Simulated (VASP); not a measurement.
# MoSe (Fm-3m) in VASP: further runs

The runs below take MoSe through single point, with PBE-based screened hybrid with 25 % exact exchange.

Everything below comes from runs of VASP 6.6.1. Logs are shortened: lines on timing, memory, paths and dates and some standing lists are left out, and cuts for length are marked.

## (1) The cell of the first run

Symmetry: Fm-3m, No. 225, cubic system. Conventional cell: a = 5.786 Å, b = 5.786 Å, c = 5.786 Å, α = 90.00°, β = 90.00°, γ = 90.00°. Mo (site symmetry m-3m) has 6 Se at 2.89 Å within 3.8 Å. Within 3.8 Å of Se (site symmetry m-3m) lie 6 Mo at 2.89 Å.

## (2) Single point, PBE-based screened hybrid with 25 % exact exchange

Contents of POSCAR:

```
MoSe
1.0
    0.0000000000      2.8928795100      2.8928795100
    2.8928795100      0.0000000000      2.8928795100
    2.8928795100      2.8928795100      0.0000000000
Mo Se
1 1
Direct
    0.0000000000      0.0000000000      0.0000000000
    0.5000000000      0.5000000000      0.5000000000
```

Contents of INCAR.step1:

```
SYSTEM = MoSe
PREC = Accurate
ENCUT = 520
EDIFF = 1E-5
ISMEAR = -1
SIGMA = 0.05
LREAL = .FALSE.
LASPH = .TRUE.
NELM = 60
ALGO = Normal
ISIF = 2
LWAVE = .TRUE.
LCHARG = .FALSE.
NBANDS = 17
GGA = PE
```

Contents of INCAR.step2:

```
SYSTEM = MoSe
PREC = Accurate
ENCUT = 520
EDIFF = 1E-6
ISMEAR = -1
SIGMA = 0.05
LREAL = .FALSE.
LASPH = .TRUE.
NELM = 60
ALGO = Normal
ISIF = 2
LWAVE = .FALSE.
LCHARG = .FALSE.
GGA = PE
LHFCALC = .TRUE.
AEXX = 0.25
HFSCREEN = 0.3
PRECFOCK = Normal
NBANDS = 17
ISTART = 1
```

Contents of KPOINTS:

```
regular mesh
0
G
  4 4 4
  0 0 0
```

Potentials or basis: VASP PAW PBE potentials, release 64 (Mo_sv, Se).

Run with:

```bash
$ cat potpaw_PBE.64/Mo_sv/POTCAR potpaw_PBE.64/Se/POTCAR > POTCAR
$ cp INCAR.step1 INCAR
$ mpirun -np 1 vasp_std > vasp.out
$ cp INCAR.step2 INCAR
$ mpirun -np 1 vasp_std > vasp.out
```

OUTCAR:

```text
SYSTEM = MoSe
   PREC = Accurate
   ENCUT = 520
   EDIFF = 1E-6
   ISMEAR = -1
   LREAL = .FALSE.
   LASPH = .TRUE.
   NELM = 60
   ISIF = 2
   GGA = PE
   LHFCALC = .TRUE.
   AEXX = 0.25
   HFSCREEN = 0.3
   PRECFOCK = Normal
   ISTART = 1

 ion  position               nearest neighbor table
   1  0.000  0.000  0.000-   2 2.89   2 2.89   2 2.89   2 2.89   2 2.89   2 2.89
   2  0.500  0.500  0.500-   1 2.89   1 2.89   1 2.89   1 2.89   1 2.89   1 2.89

  LATTYP: Found a face centered cubic cell.
 ALAT       =     5.7857590200

  Lattice vectors:

 A1 = (   0.0000000000,   2.8928795100,   2.8928795100)
 A2 = (   2.8928795100,   0.0000000000,   2.8928795100)
 A3 = (   2.8928795100,   2.8928795100,   0.0000000000)

Analysis of symmetry for initial positions (statically):
=====================================================================
 Subroutine PRICEL returns:
 Original cell was already a primitive cell.

 Routine SETGRP: Setting up the symmetry group for a
 face centered cubic supercell.

 Subroutine GETGRP returns: Found 48 space group operations
 (whereof 48 operations were pure point group operations)
 out of a pool of 48 trial point group operations.

The static configuration has the point symmetry O_h .

Analysis of symmetry for dynamics (positions and initial velocities):
=====================================================================
 Subroutine PRICEL returns:
 Original cell was already a primitive cell.

 Routine SETGRP: Setting up the symmetry group for a
 face centered cubic supercell.

 Subroutine GETGRP returns: Found 48 space group operations
 (whereof 48 operations were pure point group operations)
 out of a pool of 48 trial point group operations.

The dynamic configuration has the point symmetry O_h .

 Subroutine INISYM returns: Found 48 space group operations
 (whereof 48 operations are pure point group operations),
 and found     1 'primitive' translations

----------------------------------------------------------------------------------------

                                     Primitive cell

  volume of cell :      48.4196

  direct lattice vectors                    reciprocal lattice vectors
     0.000000000  2.892879510  2.892879510    -0.172838170  0.172838170  0.172838170
     2.892879510  0.000000000  2.892879510     0.172838170 -0.172838170  0.172838170
     2.892879510  2.892879510  0.000000000     0.172838170  0.172838170 -0.172838170

  length of vectors
     4.091149437  4.091149437  4.091149437     0.299364492  0.299364492  0.299364492

  position of ions in fractional coordinates (direct lattice)
     0.000000000  0.000000000  0.000000000
     0.500000000  0.500000000  0.500000000

  ion indices of the primitive-cell ions
   primitive index   ion index
                 1           1
                 2           2

----------------------------------------------------------------------------------------

 KPOINTS: regular mesh

Automatic generation of k-mesh.
 Grid dimensions read from file:
 generate k-points for:    4    4    4

 Generating k-lattice:

  Cartesian coordinates                     Fractional coordinates (reciprocal lattice)
    -0.043209542  0.043209542  0.043209542     0.250000000  0.000000000  0.000000000
     0.043209542 -0.043209542  0.043209542     0.000000000  0.250000000  0.000000000
     0.043209542  0.043209542 -0.043209542     0.000000000  0.000000000  0.250000000

  Length of vectors
     0.074841123  0.074841123  0.074841123

  Shift w.r.t. Gamma in fractional coordinates (k-lattice)
     0.000000000  0.000000000  0.000000000

 Subroutine IBZKPT returns following result:
 ===========================================

 Found      8 irreducible k-points:

 Following reciprocal coordinates:
            Coordinates               Weight
  0.000000  0.000000  0.000000      1.000000
  0.250000  0.000000  0.000000      8.000000
  0.500000  0.000000  0.000000      4.000000
  0.250000  0.250000  0.000000      6.000000
  0.500000  0.250000  0.000000     24.000000
 -0.250000  0.250000  0.000000     12.000000
  0.500000  0.500000  0.000000      3.000000
 -0.250000  0.500000  0.250000      6.000000
   k-points           NKPTS =      8   k-points in BZ     NKDIM =     64   number of bands    NBANDS=     17
   number of dos      NEDOS =    301   number of ions     NIONS =      2
   total plane-waves  NPLWV =  27000
   dimension x,y,z NGX =    30 NGY =   30 NGZ =   30
   dimension x,y,z NGXF=    60 NGYF=   60 NGZF=   60
   ions per type =               1   1
   NGX,Y,Z   is equivalent  to a cutoff of  12.19, 12.19, 12.19 a.u.
   NGXF,Y,Z  is equivalent  to a cutoff of  24.38, 24.38, 24.38 a.u.
 SYSTEM =  MoSe
   PREC   = accura    normal or accurate (medium, high low for compatibility)
   ISTART =      1    job   : 0-new  1-cont  2-samecut
   ICHARG =      0    charge: 1-file 2-atom 10-const
   ISPIN  =      1    spin polarized calculation?
   LNONCOLLINEAR =      F non collinear calculations
   LSORBIT =      F    spin-orbit coupling
   LASPH  =      T    aspherical Exc in radial PAW
   ENCUT  =  520.0 eV  38.22 Ry    6.18 a.u.   7.61  7.61  7.61*2*pi/ulx,y,z
   NELM   =     60;   NELMIN=  2; NELMDL=  0     # of ELM steps
   EDIFF  = 0.1E-05   stopping-criterion for ELM
   LREAL  =      F    real-space projection
   EDIFFG = 0.1E-04   stopping-criterion for IOM
   NSW    =      0    number of steps for IOM
   IBRION =     -1    ionic relax: 0-MD 1-quasi-New 2-CG
   NFREE  =      0    steps in history (QN), initial steepest desc. (CG)
   ISIF   =      2    stress and relaxation
   ISYM   =      3    0-nonsym 1-usesym 2-fastsym
   POTIM  = 0.5000    time-step for ionic-motion
   TEBEG  =    0.0;   TEEND  =   0.0 temperature during run
   PSTRESS=    0.0 pullay stress
   NELECT =      20.0000    total number of electrons
   NUPDOWN=      -1.0000    fix difference up-down
   EMIN   =  10.00;   EMAX   =-10.00  energy-range for DOS
   EFERMI =   0.00;   METHOD = LEGACY
   ISMEAR =    -1;   SIGMA  =   0.05  broadening in eV -4-tet -1-fermi 0-gaus
   EFERMI_NEDOS =   21; number of points for ismear=-14 and -15
   IALGO  =     38    algorithm
   IMIX   =      1    mixing-type and parameters
     AMIX     =   0.40;   BMIX     =  1.00
     AMIX_MAG =   1.60;   BMIX_MAG =  1.00
  volume/ion in A,a.u.               =      24.21       163.38
  Fermi-wavevector in a.u.,A,eV,Ry     =   1.219208  2.303969 20.224628  1.486468
  Thomas-Fermi vector in A             =   2.354468
   LORBIT       =      0    0 simple, 1 ext, 2 COOP (PROOUT), +10 PAW based schemes
   GGA     = PE    functional components
   LHFCALC =     T    Hartree Fock is set to
   PRECFOCK=normal    Normal, Fast or Accurate (Low or Medium for compatibility)
   ENCUT4O =  -1.0   cutoff for four orbital integrals eV
   NKREDX  =     1    reduce k-point grid by
   NKREDY  =     1    reduce k-point grid by
   NKREDZ  =     1    reduce k-point grid by
   AEXX    =    0.2500 exact exchange contribution
   HFSCREEN=    0.3000 screening length (either q_TF or 0.3 A-1)
   HFSCREENC=   0.3000 screening length for correlation (either q_TF or 0.3 A-1)
   ENCUTFOCK=  -1.0 apply spherical cutoff to Coloumb kernel
   IVDW    =     0    specifies the selected vdW correction
   LEPSILON=     F    determine dielectric tensor
   LRPA    =     F    only Hartree local field effects (RPA)
 non-spin polarized calculation
  energy-cutoff  :      520.00
  volume of cell :       48.42
 maximum number of plane-waves:      1323
  NGX = 24; NGY = 24; NGZ = 24

 number of electron      20.0000001 magnetization

 Free energy of the ion-electron system (eV)
  ---------------------------------------------------
  ext. energy  EPLUGINS =         0.00000000
  ---------------------------------------------------
  free energy    TOTEN  =       -14.01776699 eV

  energy without entropy =      -13.96004240  energy(sigma->0) =      -13.98890470

 E-fermi :   5.8092     XC(G=0):  -8.6478

 val. band max:        5.8082376535   @ k =   0.5000   0.2500   0.0000
 cond. band min:       5.8711442613   @ k =   0.2500   0.2500   0.0000
 fundamental gap:      0.0629066078
 Fermi energy:         5.8091512207

 k-point     1 :       0.0000    0.0000    0.0000
  band No.  band energies     occupation
      1     -59.4835      2.00000
      2     -32.1338      2.00000
      3     -32.1336      2.00000
      4     -32.1334      2.00000
      5      -9.7801      2.00000
      6       3.4842      2.00000
[... 9 lines left out ...]
     16      16.5134      0.00000
     17      16.5135      0.00000

 k-point     2 :       0.2500    0.0000    0.0000
  band No.  band energies     occupation
      1     -59.4826      2.00000
      2     -32.1549      2.00000
      3     -32.1376      2.00000
      4     -32.1373      2.00000
      5      -9.3822      2.00000
      6       0.7879      2.00000
[... 9 lines left out ...]
     16      14.3084      0.00000
     17      14.3084      0.00000

 k-point     3 :       0.5000    0.0000    0.0000
  band No.  band energies     occupation
      1     -59.4817      2.00000
      2     -32.1762      2.00000
      3     -32.1414      2.00000
      4     -32.1412      2.00000
      5      -8.9137      2.00000
      6      -0.8002      2.00000
[... 9 lines left out ...]
     16      12.0165      0.00000
     17      14.5850      0.00000

 k-point     4 :       0.2500    0.2500    0.0000
  band No.  band energies     occupation
      1     -59.4823      2.00000
      2     -32.1528      2.00000
      3     -32.1439      2.00000
      4     -32.1437      2.00000
      5      -9.3279      2.00000
      6       0.5628      2.00000
[... 9 lines left out ...]
     16      14.1802      0.00000
     17      15.0526      0.00000

 k-point     5 :       0.5000    0.2500    0.0000
  band No.  band energies     occupation
      1     -59.4814      2.00000
      2     -32.1696      2.00000
      3     -32.1528      2.00000
      4     -32.1479      2.00000
      5      -8.9672      2.00000
      6       0.0278      2.00000
[... 9 lines left out ...]
     16      14.1106      0.00000
     17      14.6253      0.00000

 k-point     6 :      -0.2500    0.2500    0.0000
  band No.  band energies     occupation
      1     -59.4817      2.00000
      2     -32.1648      2.00000
      3     -32.1534      2.00000
      4     -32.1415      2.00000
      5      -9.0244      2.00000
      6      -0.0601      2.00000
[... 9 lines left out ...]
     16      12.8983      0.00000
     17      13.3403      0.00000

 k-point     7 :       0.5000    0.5000    0.0000
  band No.  band energies     occupation
      1     -59.4810      2.00000
      2     -32.1729      2.00000
      3     -32.1545      2.00000
      4     -32.1542      2.00000
      5      -9.0149      2.00000
      6       0.3821      2.00000
[... 9 lines left out ...]
     16      15.0374      0.00000
     17      17.4362      0.00000

 k-point     8 :      -0.2500    0.5000    0.2500
  band No.  band energies     occupation
      1     -59.4811      2.00000
      2     -32.1636      2.00000
      3     -32.1634      2.00000
      4     -32.1539      2.00000
      5      -8.9128      2.00000
      6       0.8934      2.00000
[... 9 lines left out ...]
     16      13.4948      0.00000
     17      13.4949      0.00000

------------------------ aborting loop because EDIFF is reached ----------------------------------------

  FORCE on cell =-STRESS in cart. coord.  units (eV):
  Direction    XX          YY          ZZ          XY          YZ          ZX
  --------------------------------------------------------------------------------------
  -------------------------------------------------------------------------------------
  Total       -7.0894649     -7.0894649     -7.0894649     -0.0000000      0.0000000      0.0000000
  in kB     -234.5864969   -234.5864969   -234.5864969     -0.0000000      0.0000000      0.0000000
  external PRESSURE =    -234.5864969 kB  Pullay stress =       0.0000000 kB

 VOLUME and BASIS-vectors are now :
 -----------------------------------------------------------------------------
  energy-cutoff  :      520.00
  volume of cell :       48.42
      direct lattice vectors                 reciprocal lattice vectors
     0.000000000  2.892879510  2.892879510    -0.172838170  0.172838170  0.172838170
     2.892879510  0.000000000  2.892879510     0.172838170 -0.172838170  0.172838170
     2.892879510  2.892879510  0.000000000     0.172838170  0.172838170 -0.172838170

 POSITION                                       TOTAL-FORCE (eV/Angst)
 -----------------------------------------------------------------------------------
      0.00000      0.00000      0.00000         0.000000      0.000000      0.000000
      2.89288      2.89288      2.89288        -0.000000     -0.000000     -0.000000
 -----------------------------------------------------------------------------------
    total drift:                                0.000000      0.000000      0.000000

  FREE ENERGIE OF THE ION-ELECTRON SYSTEM (eV)
  ---------------------------------------------------
  free  energy   TOTEN  =       -14.0177669909 eV

  energy  without entropy=      -13.9600424035  energy(sigma->0) =      -13.98890470
```

Run time: 4.4 min. Hardware: 1 thread of Intel Xeon 6975P-C (Granite Rapids), shared host; peak memory 0.27 GiB.

Results:

```yaml
Free_energy: -14.0178 eV
Pressure: -23.5 GPa
Band_gap_on_the_k_mesh: zero (bands 10 and 11 overlap by 1.41 eV)
```

Levels at points of the mesh, in eV from the Fermi level:
```
           k point  band 7  band 8  band 9  band 10  band 11  band 12  band 13  band 14
(0.00, 0.00, 0.00)   -2.32   -2.32   -1.41    -1.41    -1.41    -0.66    -0.66     1.22
(0.50, 0.00, 0.00)   -4.53   -4.53   -0.19    -0.18     0.23     2.85     3.48     3.48
(0.50, 0.50, 0.00)   -3.53   -3.53   -2.44    -0.07     0.22     0.22     1.13     2.00
```

Caveat: the k points lie up to 0.47 Å⁻¹ apart, too coarse for converged energies and pressures of a metal; the PAW data sets were made with another functional, which shifts forces and pressure a little.

## (3) Single point, PBE-based screened hybrid with 25 % exact exchange

POSCAR is that of step 2.

Contents of INCAR.step1:

```
SYSTEM = MoSe
PREC     = Accurate       ! precision mode
ENCUT    = 520            ! plane-wave cutoff, eV
EDIFF    = 1E-5           ! SCF threshold, eV
ISMEAR   = -1             ! smearing method
SIGMA    = 0.05           ! smearing width, eV
LREAL    = .FALSE.        ! projectors in reciprocal space
LASPH    = .TRUE.         ! aspherical terms in the spheres
NELM     = 100            ! most SCF steps
ALGO     = Normal         ! electronic algorithm
ISIF     = 2              ! what is computed and relaxed
LWAVE    = .TRUE.         ! write WAVECAR
LCHARG   = .FALSE.        ! write CHGCAR
GGA      = PE             ! functional
NBANDS   = 17             ! bands
```

Contents of INCAR.step2:

```
SYSTEM = MoSe
PREC     = Accurate       ! precision mode
ENCUT    = 520            ! plane-wave cutoff, eV
EDIFF    = 1E-6           ! SCF threshold, eV
ISMEAR   = -1             ! smearing method
SIGMA    = 0.05           ! smearing width, eV
LREAL    = .FALSE.        ! projectors in reciprocal space
LASPH    = .TRUE.         ! aspherical terms in the spheres
NELM     = 100            ! most SCF steps
ALGO     = Normal         ! electronic algorithm
ISIF     = 2              ! what is computed and relaxed
LWAVE    = .FALSE.        ! write WAVECAR
LCHARG   = .FALSE.        ! write CHGCAR
GGA      = PE             ! functional
LHFCALC  = .TRUE.         ! exact exchange
AEXX     = 0.25           ! exact-exchange fraction
HFSCREEN = 0.4            ! screening, 1/A
PRECFOCK = Normal       
ISTART   = 1            
NBANDS   = 17             ! bands
```

KPOINTS is that of step 2.

Potentials or basis: VASP PAW PBE potentials, release 64 (Mo_sv, Se).

Run with:

```bash
$ cat potpaw_PBE.64/Mo_sv/POTCAR potpaw_PBE.64/Se/POTCAR > POTCAR
$ cp INCAR.step1 INCAR
$ mpirun -np 1 vasp_std > vasp.out
$ cp INCAR.step2 INCAR
$ mpirun -np 1 vasp_std > vasp.out
```

It took 4.4 min on 1 thread of Intel Xeon 6975P-C (Granite Rapids), shared host; peak memory 0.27 GiB.

It converged, with:

* Free energy: -13.6206 eV
* Pressure: -23.0 GPa
* Band gap on the k mesh: zero (bands 10 and 11 overlap by 1.34 eV)

Levels at points of the mesh, in eV from the Fermi level:
```tsv
k point	band 6	band 7	band 8	band 9	band 10	band 11	band 12	band 13	band 14	band 15
(0.00, 0.00, 0.00)	-2.28	-2.28	-2.28	-1.34	-1.34	-1.34	-0.71	-0.71	1.12	8.67
(0.50, 0.00, 0.00)	-6.47	-4.44	-4.44	-0.16	-0.16	0.21	2.77	3.34	3.34	6.10
(0.50, 0.50, 0.00)	-5.31	-3.45	-3.45	-2.34	-0.15	0.20	0.20	1.00	1.89	8.19
```

Caveat: the k points lie up to 0.47 Å⁻¹ apart, too coarse for converged energies and pressures of a metal; the PAW data sets were made with another functional, which shifts forces and pressure a little.

## (4) Single point, PBE-based screened hybrid with 25 % exact exchange

POSCAR is that of step 3.

Contents of INCAR.step1:

```
PREC = Accurate
ENCUT = 520
EDIFF = 1E-5
ISMEAR = -1
SIGMA = 0.05
LREAL = False
LASPH = True
NELM = 80
ALGO = Normal
ISIF = 2
LWAVE = True
LCHARG = False
GGA = PE
NBANDS = 17
```

Contents of INCAR.step2:

```
PREC = Accurate
ENCUT = 520
EDIFF = 1E-6
ISMEAR = -1
SIGMA = 0.05
LREAL = False
LASPH = True
NELM = 80
ALGO = Normal
ISIF = 2
LWAVE = False
LCHARG = False
GGA = PE
LHFCALC = True
AEXX = 0.25
HFSCREEN = 0.6
PRECFOCK = Normal
ISTART = 1
NBANDS = 17
```

Contents of KPOINTS:

```
Automatic mesh
0
Gamma
  4 4 4
```

Run with:

```bash
$ cat potpaw_PBE.64/Mo_sv/POTCAR potpaw_PBE.64/Se/POTCAR > POTCAR
$ cp INCAR.step1 INCAR
$ mpirun -np 1 vasp_std > vasp.out
$ cp INCAR.step2 INCAR
$ mpirun -np 1 vasp_std > vasp.out
```

Run time: 4.1 min. Hardware: 1 thread of Intel Xeon 6975P-C (Granite Rapids), shared host; peak memory 0.27 GiB.

The run converged. Its results:

- Free energy: -13.0905 eV
- Pressure: -22.3 GPa
- Band gap on the k mesh: zero (bands 10 and 11 overlap by 1.27 eV)

Levels at points of the mesh, in eV from the Fermi level:
```
           k point  band 8  band 9  band 10  band 11  band 12  band 13
(0.00, 0.00, 0.00)   -2.23   -1.27    -1.27    -1.27    -0.81    -0.81
(0.50, 0.00, 0.00)   -4.33   -0.14    -0.14     0.19     2.66     3.13
(0.50, 0.50, 0.00)   -3.36   -2.25    -0.27     0.20     0.20     0.82
```

Caveat: the k points lie up to 0.47 Å⁻¹ apart, too coarse for converged energies and pressures of a metal; the PAW data sets were made with another functional, which shifts forces and pressure a little.

## (5) The runs side by side

| screening parameter | gap on the mesh (eV) | pressure (GPa) |
| --- | --- | --- |
| 0.3 1/Å | none | -23.5 |
| 0.4 1/Å | none | -23.0 |
| 0.6 1/Å | none | -22.3 |

Alike in all rows: task single point; level PBE-based screened hybrid with 25 % exact exchange; potentials or basis VASP PAW PBE potentials, release 64 (Mo_sv, Se); no spin polarisation; cell as given; k mesh 4 × 4 × 4; cutoff (eV) 520; smearing fermi-dirac 0.05 eV.

Caveats: all runs use coarse meshes; the PAW data sets were made with another functional, which shifts forces and pressure a little.

Absolute energies hang on the potentials; compare differences alone.

The gap in the log of VASP goes by the Fermi energy; the results here count the filled bands.